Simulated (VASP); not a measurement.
Runs of VASP 6.6.1 on ScSbS3. The structure is that of space group P4mm (No. 99), or close to it. The cells are those of the table. 

| task | cell | k mesh | cutoff (eV) | smearing | gap on the mesh (eV) | pressure (GPa) | largest force (eV/Å) |
| --- | --- | --- | --- | --- | --- | --- | --- |
| relaxation of cell and atoms | relaxed from a = 4.477, b = 4.477, c = 5.665 Å, 5 atoms | 4 × 4 × 4 | 600 | gaussian 0.1 eV | - | 0.0 | 0.04 |
| single point | a = 4.477, b = 4.477, c = 5.665 Å, 5 atoms | 4 × 4 × 4 | 520 | gaussian 0.1 eV | none | 4.9 | (b) |
| single point | a = 4.631, b = 4.631, c = 6.510 Å, 5 atoms | 8 × 8 × 6 | 520 | gaussian 0.02 eV | (a) | 0.0 | 0.04 |
| single point | a = 4.653, b = 4.653, c = 6.463 Å, 5 atoms | 4 × 4 × 4 | 520 | gaussian 0.1 eV | 0.52 | 0.1 | 0.05 |

Alike in all rows: level PBE; potentials or basis VASP PAW PBE potentials, release 64 (Sc_sv, Sb, S); no spin polarisation.

Q: Fill in the values left out.

A: (a) 0.58; (b) 0.97.

Caveats: spin-orbit coupling is left out, which moves the levels of the heavy elements; the bands computed are all filled at some k points, so no gap is given (some runs).

A k mesh can miss the band edges, and the runs leave out spin-orbit coupling on Sb.

A gap of «none» marks levels without a gap at the run's occupations.
